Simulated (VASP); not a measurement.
Runs of VASP 6.6.1 on Si. The structure is that of space group Fm-3m (No. 225), or close to it. The cells are those of the table. 

| task | cell | k mesh | cutoff (eV) | gap on the mesh (eV) | pressure (GPa) |
| --- | --- | --- | --- | --- | --- |
| relaxation of cell and atoms | relaxed to 69 GPa from a = 2.407 Å, angles 60.0°, 1 atom | 19 × 19 × 19 | 600 | none | 69.0 |
| single point | a = 2.407 Å, angles 60.0°, 1 atom | 19 × 19 × 19 | 520 | none | 69.3 |
| relaxation of cell and atoms | relaxed from a = 2.828 Å, angles 60.0°, 1 atom | 17 × 17 × 17 | 600 | none | 0.0 |
| single point | a = 2.710 Å, angles 60.0°, 1 atom | 17 × 17 × 17 | 520 | none | (a) |

Alike in all rows: level PBEsol; potentials or basis VASP PAW PBE potentials, release 64 (Si); no spin polarisation; smearing fermi-dirac 0.05 eV.

Estimate the missing entries.

(a) 0.1.

Caveats: the PAW data sets were made with another functional, which shifts forces and pressure a little; the cell is relaxed towards a set pressure, so the enthalpy falls and the energy may rise (some runs).

A gap of «none» marks levels without a gap at the run's occupations.
